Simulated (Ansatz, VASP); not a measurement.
## Two plane-wave programs on Cs2Mg

Contents of INCAR:

```
SYSTEM = Cs2Mg
PREC     = Accurate       ! precision mode
ENCUT    = 600            ! plane-wave cutoff, eV
EDIFF    = 1E-6           ! SCF threshold, eV
ISMEAR   = 0              ! smearing method
SIGMA    = 0.1            ! smearing width, eV
LREAL    = .FALSE.        ! projectors in reciprocal space
LASPH    = .TRUE.         ! aspherical terms in the spheres
NELM     = 100            ! most SCF steps
ALGO     = Fast           ! electronic algorithm
ISIF     = 3              ! what is computed and relaxed
LWAVE    = .FALSE.        ! write WAVECAR
LCHARG   = .FALSE.        ! write CHGCAR
GGA      = PE             ! functional
IBRION   = 2              ! ionic algorithm
NSW      = 100            ! ionic steps
EDIFFG   = -0.01          ! ionic threshold
```

File KPOINTS:

```
regular mesh
0
G
  6 6 10
  0 0 0
```

POSCAR

```
Cs2Mg
1.0
    7.1908995801      0.0000000000      0.0000000000
   -3.5954497900      6.2275017124      0.0000000000
    0.0000000000      0.0000000000      4.4946985412
Cs Mg
2 1
Direct
    0.3333333333      0.6666666667      0.5000000000
    0.6666666667      0.3333333333      0.5000000000
    0.0000000000      0.0000000000      0.0000000000
```

Input for Ansatz:

```yaml
crystal:
  lattice:
    - [7.1908995801, 0.0, 0.0]
    - [-3.59544979, 6.2275017124, 0.0]
    - [0.0, 0.0, 4.4946985412]
  atoms:
    - { symbol: Cs, position: [0.3333333333, 0.6666666667, 0.5] }
    - { symbol: Cs, position: [0.6666666667, 0.3333333333, 0.5] }
    - { symbol: Mg, position: [0.0, 0.0, 0.0] }
basis:
  ecutwfc: 420
kpoints:
  mp_grid: { grid: [6, 6, 10] }
hamiltonian:
  xc: pbe
scf:
  occupations: { method: gaussian, width: 0.1 }
output:
  forces: true
  stress: true
  eigenvalues: true
relax:
  adjacent_minimum: "off"
  f_tol: 0.01
  max_steps: 80
  cell: { stress_tol: 0.05 }
```

Alike in both runs: task relaxation of cell and atoms; functional PBE; k mesh 6 × 6 × 10; occupations gaussian, width 0.1 eV; no spin polarisation.

```csv
,VASP,Ansatz
version,VASP 6.6.1,Ansatz 0.2.0
potentials or method,"VASP PAW PBE potentials, release 64 (Cs_sv, Mg), cutoff 600 eV","scalar-relativistic, plane waves, PAW"
valence electrons in the cell,20,28
```

|  | VASP | Ansatz | Ansatz less VASP |
| --- | --- | --- | --- |
| gap on the k mesh at the Fermi level, each at its own relaxed structure (eV) | none | none | - |
| relaxed volume (Å³/atom) | 67.07 | 67.09 | +0.020 |
| relaxed cell length with the largest relative difference (Å) | 4.492 | 4.495 | +0.0022 |

A gap of «none» marks a metal or a gap that the smearing closes. VASP's potentials hold 20 valence electrons a cell and Ansatz's 28, so a difference there can come from the potentials and not from the codes.

Neither program's run includes spin-orbit coupling.
